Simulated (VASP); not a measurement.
Write the native input for VASP 6.6.1 that does the following.

```yaml
Task: single point
Functional: PBE
Potentials_or_basis: VASP PAW PBE potentials, release 64 (Al, N)
Cutoff: 520 eV
k_mesh: 9 × 9 × 6
Occupations: gaussian, width 0.05 eV
Spin: no spin polarisation
Dipole_correction: no
Further_INCAR_settings: ALGO = Normal; EDIFF = 1e-06; NBANDS = 16
```

The structure of AlN lies in POSCAR:

```
AlN
1.0
    3.1110021516      0.0000000000      0.0000000000
   -1.5555010758      2.6942068945      0.0000000000
    0.0000000000      0.0000000000      4.9780000000
Al N
2 2
Direct
    0.3333333333      0.6666666667      0.0000000000
    0.6666666667      0.3333333333      0.5000000000
    0.2802874764      0.6401437382      0.3941504103
    0.6136208097      0.3068104049      0.8941504103
```

This cell differs from its parent crystal: all N atoms moved +0.150 Å, as atom 3 towards its neighbour atom 2 (Al) at 1.885 Å.

One way to write it, as run:

INCAR

```
SYSTEM = AlN
PREC = Accurate ; ENCUT = 520
EDIFF = 1E-6 ; ISMEAR = 0
SIGMA = 0.05 ; LREAL = .False.
LASPH = .True. ; NELM = 100
ALGO = Normal ; ISIF = 2
LWAVE = .False. ; LCHARG = .False.
GGA = PE ; NBANDS = 16
```

KPOINTS

```
regular mesh
0
Gamma
  9 9 6
  0 0 0
```

Potentials or basis: VASP PAW PBE potentials, release 64 (Al, N).

Run with:

```console
$ cat potpaw_PBE.64/Al/POTCAR potpaw_PBE.64/N/POTCAR > POTCAR
$ mpirun -np 1 vasp_std > vasp.out
```

Results of the run:

```json
{
 "Pressure": "7.0 GPa",
 "Largest force": "3.322 eV/Å",
 "Band gap on the k mesh": "3.91 eV"
}
```

Caveat: the cell differs from its parent crystal (all N atoms moved +0.150 Å, as atom 3 towards its neighbour atom 2 (Al) at 1.885 Å); the cell stands under pressure; forces of over 1 eV/Å act on the atoms, so gaps and moduli don't describe the material at rest.

It took 81 s on 1 thread of Intel(R) Xeon(R) Platinum 8488C (Sapphire Rapids) (shared host), peak memory 0.2 GiB.
